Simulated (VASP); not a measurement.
Here is a VASP 6.6.1 calculation.

POSCAR

```
Ag
1.0
    0.0000000000      2.1011667129      2.1011667129
    2.1011667129      0.0000000000      2.1011667129
    2.1011667129      2.1011667129      0.0000000000
Ag
1
Direct
    0.0000000000      0.0000000000      0.0000000000
```

Contents of INCAR.step1:

```
SYSTEM = Ag
  ALGO = Normal
  EDIFF = 1E-4
  ENCUT = 520
  GGA = PE
  ISMEAR = -1
  LASPH = .TRUE.
  LCHARG = .FALSE.
  LREAL = .FALSE.
  LWAVE = .TRUE.
  NBANDS = 12
  NELM = 80
  PREC = Accurate
  SIGMA = 0.1
```

Contents of INCAR.step2:

```
SYSTEM = Ag
  ALGO = Normal
  EDIFF = 1E-6
  ENCUT = 520
  ISIF = 2
  ISMEAR = -1
  ISTART = 1
  LASPH = .TRUE.
  LCHARG = .FALSE.
  LMIXTAU = .TRUE.
  LREAL = .FALSE.
  LWAVE = .FALSE.
  METAGGA = R2SCAN
  NBANDS = 12
  NELM = 80
  PREC = Accurate
  SIGMA = 0.1
```

The input KPOINTS:

```
k-points
0
G
  14 14 14
  0 0 0
```

Potentials or basis: VASP PAW PBE potentials, release 64 (Ag).

The run is started by

```bash
$ cat potpaw_PBE.64/Ag/POTCAR > POTCAR
$ cp INCAR.step1 INCAR
$ mpirun -np 1 vasp_std > vasp.out
$ cp INCAR.step2 INCAR
$ mpirun -np 1 vasp_std > vasp.out
```

Task: Estimate the pressure.

Result: -5.8 GPa.

Task: Estimate the band gap on the k mesh.

Result: Zero (an odd number of electrons rules out a gap without spin polarisation).

Caveat: the cell stands under tension; the PAW data sets were made with another functional, which shifts forces and pressure a little.
